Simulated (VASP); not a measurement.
Wanted: the native input for a VASP 6.6.1 run.

```yaml
Task: single point
Functional: PBE
Potentials_or_basis: VASP PAW PBE potentials, release 64 (Ta_pv, Mn_pv, B)
Cutoff: 520 eV
k_mesh: 12 × 12 × 6
Occupations: gaussian, width 0.1 eV
Spin: collinear spin, ferromagnetic start
Starting_moments: "[0.0, 2.35, 0.0, 0.0, 0.0, 0.0] μB"
Dipole_correction: no
Further_INCAR_settings: ALGO = Normal; EDIFF = 1e-07; NBANDS = 31
```

The structure of TaMnB4 lies in POSCAR:

```
TaMnB4
1.0
    2.9938829322      0.0000000000      0.0000000000
   -1.4969414661      2.5927786752      0.0000000000
    0.0000000000      0.0000000000      5.9397345301
Ta Mn B
1 1 4
Direct
    0.0000000000      0.0000000000      0.5000000000
    0.0000000000      0.0000000000      0.0000000000
    0.3333333333      0.6666666667      0.7701768951
    0.3333333333      0.6666666667      0.2298231049
    0.6666666667      0.3333333333      0.7701768951
    0.6666666667      0.3333333333      0.2298231049
```

One way to write it, as run:

INCAR

```
SYSTEM = TaMnB4
PREC = Accurate
ENCUT = 520
EDIFF = 1E-7
ISMEAR = 0
SIGMA = 0.1
LREAL = .FALSE.
LASPH = .TRUE.
NELM = 150
ALGO = Normal
ISIF = 2
LWAVE = .FALSE.
LCHARG = .TRUE.
ISPIN = 2
MAGMOM = 0 2.35 0 0 0 0
LORBIT = 11
LMAXMIX = 4
GGA = PE
LELF = .TRUE.
LVHAR = .TRUE.
NBANDS = 31
```

KPOINTS

```
Automatic mesh
0
G
  12 12 6
  0 0 0
```

Potentials or basis: VASP PAW PBE potentials, release 64 (Ta_pv, Mn_pv, B).

Run with:

```bash
$ cat potpaw_PBE.64/Ta_pv/POTCAR potpaw_PBE.64/Mn_pv/POTCAR potpaw_PBE.64/B/POTCAR > POTCAR
$ mpirun -np 1 vasp_std > vasp.out
```

It gave:

```json
{
 "Pressure": "29.7 GPa",
 "Largest force": "0.018 eV/Å",
 "Net moment": "1.81 μB per cell",
 "Site moments": "Ta -0.05; Mn +1.84; B +0.00 μB",
 "Valence electrons inside the program's atomic spheres": "Ta 9.25; Mn 12.14; B 2.09"
}
```

Caveat: the cell stands under pressure; a cell with one magnetic atom can't hold antiferromagnetic order, which such compounds often take.

Wall time 7.1 min on 1 thread of Oxide Virtual Turin-like Processor (shared host), peak memory 0.28 GiB.
